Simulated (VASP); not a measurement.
# Hf (P6_3/mmc) in VASP: single point with PBE

Aim: the single point of Hf with PBE.

Everything below comes from runs of VASP 6.6.1. Logs are shortened: lines on timing, memory, paths and dates and some standing lists are left out, and cuts for length are marked.

## Step 1: The cell of the first run

The structure is hexagonal, space group P6_3/mmc (No. 194). The conventional cell has a = 3.205 Å, b = 3.205 Å, c = 5.068 Å, α = 90.00°, β = 90.00°, γ = 120.00°. Hf (site symmetry -6m2) has 12 Hf at 3.14 to 3.21 Å within 4.1 Å.

## Step 2: Single point, PBE

Input file INCAR:

```
PREC = Accurate ; ENCUT = 520
EDIFF = 1E-6 ; ISMEAR = 0
SIGMA = 0.05 ; LREAL = F
LASPH = T ; NELM = 100
ALGO = Fast ; ISIF = 2
LWAVE = F ; LCHARG = F
GGA = PE ; NBANDS = 17
```

Input file KPOINTS:

```
regular mesh
0
Gamma
  16 16 8
```

Input file POSCAR:

```
Hf
1.0
    3.2054180860      0.0000000000      0.0000000000
   -1.6027090430      2.7759734922      0.0000000000
    0.0000000000      0.0000000000      5.0675416313
Hf
2
Direct
    0.3333333333      0.6666666667      0.7500000000
    0.6666666667      0.3333333333      0.2500000000
```

Potentials or basis: VASP PAW PBE potentials, release 64 (Hf_pv).

Started as:

```bash
> cat potpaw_PBE.64/Hf_pv/POTCAR > POTCAR
> mpirun -np 1 vasp_std > vasp.out
```

OUTCAR:

```text
PREC = Accurate
   ENCUT = 520
   EDIFF = 1E-6
   ISMEAR = 0
   LREAL = F
   LASPH = T
   NELM = 100
   ISIF = 2
   GGA = PE

 ion  position               nearest neighbor table
   1  0.333  0.667  0.750-   2 3.14   2 3.14   2 3.14   2 3.14   2 3.14   2 3.14
   2  0.667  0.333  0.250-   1 3.14   1 3.14   1 3.14   1 3.14   1 3.14   1 3.14

  LATTYP: Found a hexagonal cell.
 ALAT       =     3.2054180860
 C/A-ratio  =     1.5809300052

  Lattice vectors:

 A1 = (   3.2054180860,   0.0000000000,   0.0000000000)
 A2 = (  -1.6027090430,   2.7759734922,   0.0000000000)
 A3 = (   0.0000000000,   0.0000000000,   5.0675416313)

Analysis of symmetry for initial positions (statically):
=====================================================================
 Subroutine PRICEL returns:
 Original cell was already a primitive cell.

 Routine SETGRP: Setting up the symmetry group for a
 hexagonal supercell.

 Subroutine GETGRP returns: Found 24 space group operations
 (whereof 12 operations were pure point group operations)
 out of a pool of 24 trial point group operations.

The static configuration has the point symmetry D_3d.
 The point group associated with its full space group is D_6h.

Analysis of symmetry for dynamics (positions and initial velocities):
=====================================================================
 Subroutine PRICEL returns:
 Original cell was already a primitive cell.

 Routine SETGRP: Setting up the symmetry group for a
 hexagonal supercell.

 Subroutine GETGRP returns: Found 24 space group operations
 (whereof 12 operations were pure point group operations)
 out of a pool of 24 trial point group operations.

The dynamic configuration has the point symmetry D_3d.
 The point group associated with its full space group is D_6h.

 Subroutine INISYM returns: Found 24 space group operations
 (whereof 12 operations are pure point group operations),
 and found     1 'primitive' translations

----------------------------------------------------------------------------------------

                                     Primitive cell

  volume of cell :      45.0918

  direct lattice vectors                    reciprocal lattice vectors
     3.205418086  0.000000000  0.000000000     0.311971784  0.180116994  0.000000000
    -1.602709043  2.775973492  0.000000000     0.000000000  0.360233987  0.000000000
     0.000000000  0.000000000  5.067541631     0.000000000  0.000000000  0.197334343

  length of vectors
     3.205418086  3.205418086  5.067541631     0.360233987  0.360233987  0.197334343

  position of ions in fractional coordinates (direct lattice)
     0.333333333  0.666666667  0.750000000
     0.666666667  0.333333333  0.250000000

  ion indices of the primitive-cell ions
   primitive index   ion index
                 1           1
                 2           2

----------------------------------------------------------------------------------------

 KPOINTS: regular mesh

Automatic generation of k-mesh.
 Grid dimensions read from file:
 generate k-points for:   16   16    8

 Generating k-lattice:

  Cartesian coordinates                     Fractional coordinates (reciprocal lattice)
     0.019498237  0.011257312  0.000000000     0.062500000  0.000000000  0.000000000
     0.000000000  0.022514624  0.000000000     0.000000000  0.062500000  0.000000000
     0.000000000  0.000000000  0.024666793     0.000000000  0.000000000  0.125000000

  Length of vectors
     0.022514624  0.022514624  0.024666793

  Shift w.r.t. Gamma in fractional coordinates (k-lattice)
     0.000000000  0.000000000  0.000000000

 Subroutine IBZKPT returns following result:
 ===========================================

 Found    150 irreducible k-points:

 Following reciprocal coordinates:
            Coordinates               Weight
  0.000000  0.000000  0.000000      1.000000
  0.062500 -0.000000  0.000000      6.000000
  0.125000 -0.000000  0.000000      6.000000
  0.187500  0.000000  0.000000      6.000000
  0.250000 -0.000000  0.000000      6.000000
  0.312500 -0.000000  0.000000      6.000000
[... 16 lines left out ...]
  0.187500  0.187500  0.000000      6.000000
  0.250000  0.187500  0.000000     12.000000
 [... further k-points ...]
   k-points           NKPTS =    150   k-points in BZ     NKDIM =    150   number of bands    NBANDS=     17
   number of dos      NEDOS =    301   number of ions     NIONS =      2
   total plane-waves  NPLWV =  23040
   dimension x,y,z NGX =    24 NGY =   24 NGZ =   40
   dimension x,y,z NGXF=    48 NGYF=   48 NGZF=   80
   ions per type =               2
   NGX,Y,Z   is equivalent  to a cutoff of  12.45, 12.45, 13.12 a.u.
   NGXF,Y,Z  is equivalent  to a cutoff of  24.89, 24.89, 26.24 a.u.
 SYSTEM =  unknown system
   PREC   = accura    normal or accurate (medium, high low for compatibility)
   ISTART =      0    job   : 0-new  1-cont  2-samecut
   ICHARG =      2    charge: 1-file 2-atom 10-const
   ISPIN  =      1    spin polarized calculation?
   LNONCOLLINEAR =      F non collinear calculations
   LSORBIT =      F    spin-orbit coupling
   LASPH  =      T    aspherical Exc in radial PAW
   ENCUT  =  520.0 eV  38.22 Ry    6.18 a.u.   5.96  5.96  9.42*2*pi/ulx,y,z
   NELM   =    100;   NELMIN=  2; NELMDL= -5     # of ELM steps
   EDIFF  = 0.1E-05   stopping-criterion for ELM
   LREAL  =      F    real-space projection
   EDIFFG = 0.1E-04   stopping-criterion for IOM
   NSW    =      0    number of steps for IOM
   IBRION =     -1    ionic relax: 0-MD 1-quasi-New 2-CG
   NFREE  =      0    steps in history (QN), initial steepest desc. (CG)
   ISIF   =      2    stress and relaxation
   ISYM   =      2    0-nonsym 1-usesym 2-fastsym
   POTIM  = 0.5000    time-step for ionic-motion
   TEBEG  =    0.0;   TEEND  =   0.0 temperature during run
   PSTRESS=    0.0 pullay stress
   NELECT =      20.0000    total number of electrons
   NUPDOWN=      -1.0000    fix difference up-down
   EMIN   =  10.00;   EMAX   =-10.00  energy-range for DOS
   EFERMI =   0.00;   METHOD = LEGACY
   ISMEAR =     0;   SIGMA  =   0.05  broadening in eV -4-tet -1-fermi 0-gaus
   EFERMI_NEDOS =   21; number of points for ismear=-14 and -15
   IALGO  =     68    algorithm
   IMIX   =      4    mixing-type and parameters
     AMIX     =   0.40;   BMIX     =  1.00
     AMIX_MAG =   1.60;   BMIX_MAG =  1.00
  volume/ion in A,a.u.               =      22.55       152.15
  Fermi-wavevector in a.u.,A,eV,Ry     =   1.248492  2.359308 21.207836  1.558732
  Thomas-Fermi vector in A             =   2.382576
   LORBIT       =      0    0 simple, 1 ext, 2 COOP (PROOUT), +10 PAW based schemes
   GGA     = PE    functional components
   LHFCALC =     F    Hartree Fock is set to
   AEXX    =    0.0000 exact exchange contribution
   IVDW    =     0    specifies the selected vdW correction
   LEPSILON=     F    determine dielectric tensor
   LRPA    =     F    only Hartree local field effects (RPA)
 non-spin polarized calculation
 RMM-DIIS sequential band-by-band and
 Gauss-broadening in eV      SIGMA  =   0.05
  energy-cutoff  :      520.00
  volume of cell :       45.09
 maximum number of plane-waves:      1236
 NGX is ok and might be reduce to    24
   NGX = 11   NGY = 11   NGZ = 19

 number of electron      20.0000005 magnetization

 Free energy of the ion-electron system (eV)
  ---------------------------------------------------
  ext. energy  EPLUGINS =         0.00000000
  ---------------------------------------------------
  free energy    TOTEN  =       -19.85119515 eV

  energy without entropy =      -19.84949465  energy(sigma->0) =      -19.85034490

 E-fermi :   4.8719     XC(G=0): -11.2483

 val. band max:        4.8683272243   @ k =   0.3125   0.3125   0.2500
 cond. band min:       4.8808075564   @ k =   0.1250   0.0625   0.1250
 fundamental gap:      0.0124803321
 Fermi energy:         4.8719268232

 k-point     1 :       0.0000    0.0000    0.0000
  band No.  band energies     occupation
      1     -26.2204      2.00000
      2     -25.4955      2.00000
      3     -25.4955      2.00000
      4     -25.3748      2.00000
      5     -25.3704      2.00000
      6     -25.3704      2.00000
[... 9 lines left out ...]
     16       7.4788      0.00000
     17      10.1542      0.00000

 k-point     2 :       0.0625   -0.0000    0.0000
  band No.  band energies     occupation
      1     -26.2105      2.00000
      2     -25.5165      2.00000
      3     -25.5026      2.00000
      4     -25.3926      2.00000
      5     -25.3793      2.00000
      6     -25.3731      2.00000
[... 9 lines left out ...]
     16       7.3647      0.00000
     17      10.2781      0.00000

 k-point     3 :       0.1250   -0.0000    0.0000
  band No.  band energies     occupation
      1     -26.1816      2.00000
      2     -25.5764      2.00000
      3     -25.5225      2.00000
      4     -25.4551      2.00000
      5     -25.3930      2.00000
      6     -25.3815      2.00000
[... 9 lines left out ...]
     16       7.2693      0.00000
     17      10.4694      0.00000

 k-point     4 :       0.1875    0.0000    0.0000
  band No.  band energies     occupation
      1     -26.1359      2.00000
      2     -25.6662      2.00000
      3     -25.5512      2.00000
      4     -25.5461      2.00000
      5     -25.4159      2.00000
      6     -25.3947      2.00000
[... 9 lines left out ...]
     16       7.7686      0.00000
     17      10.7192      0.00000
[... 343 lines left out ...]
      1     -26.0238      2.00000
      2     -25.8824      2.00000
      3     -25.8407      2.00000
      4     -25.7090      2.00000
      5     -25.6081      2.00000
      6     -25.5112      2.00000
[... 9 lines left out ...]
     16      10.9934      0.00000
     17      11.8514      0.00000

 k-point    23 :       0.1875    0.1875    0.0000
  band No.  band energies     occupation
      1     -25.9938      2.00000
      2     -25.8204      2.00000
      3     -25.8158      2.00000
      4     -25.6082      2.00000
      5     -25.4977      2.00000
      6     -25.4895      2.00000
[... 9 lines left out ...]
     16       9.8498      0.00000
     17      10.8016      0.00000

 k-point    24 :       0.2500    0.1875    0.0000
  band No.  band energies     occupation
      1     -25.9292      2.00000
      2     -25.9012      2.00000
      3     -25.8464      2.00000
      4     -25.6588      2.00000
      5     -25.5409      2.00000
      6     -25.5269      2.00000
[... 9 lines left out ...]
     16      10.7245      0.00000
     17      10.8007      0.00000

 [... further k-points ...]
[... 5 lines left out ...]
  --------------------------------------------------------------------------------------
  -------------------------------------------------------------------------------------
  Total       -0.1023202     -0.1023202     -0.1357025     -0.0000000      0.0000000      0.0000000
  in kB       -3.6355889     -3.6355889     -4.8217109     -0.0000000      0.0000000      0.0000000
  external PRESSURE =      -4.0309629 kB  Pullay stress =       0.0000000 kB

 VOLUME and BASIS-vectors are now :
 -----------------------------------------------------------------------------
  energy-cutoff  :      520.00
  volume of cell :       45.09
      direct lattice vectors                 reciprocal lattice vectors
     3.205418086  0.000000000  0.000000000     0.311971784  0.180116994  0.000000000
    -1.602709043  2.775973492  0.000000000     0.000000000  0.360233987  0.000000000
     0.000000000  0.000000000  5.067541631     0.000000000  0.000000000  0.197334343

 POSITION                                       TOTAL-FORCE (eV/Angst)
 -----------------------------------------------------------------------------------
     -0.00000      1.85065      3.80066        -0.000000     -0.000000      0.000000
      1.60271      0.92532      1.26689         0.000000      0.000000      0.000000
 -----------------------------------------------------------------------------------
    total drift:                               -0.000000      0.000000     -0.000000

  FREE ENERGIE OF THE ION-ELECTRON SYSTEM (eV)
  ---------------------------------------------------
  free  energy   TOTEN  =       -19.8511951537 eV

  energy  without entropy=      -19.8494946543  energy(sigma->0) =      -19.85034490
```

Run time: 38 s. Hardware: 1 thread of Intel Xeon 6975P-C (Granite Rapids), shared host; peak memory 0.22 GiB.

Results:

```yaml
Free_energy: -19.8512 eV
Pressure: -0.4 GPa
Band_gap_on_the_k_mesh: zero (band 10 reaches 6.04 eV, above the bottom of band 11 at 4.52 eV)
```

Caveat: spin-orbit coupling is left out, which moves the levels of the heavy elements.
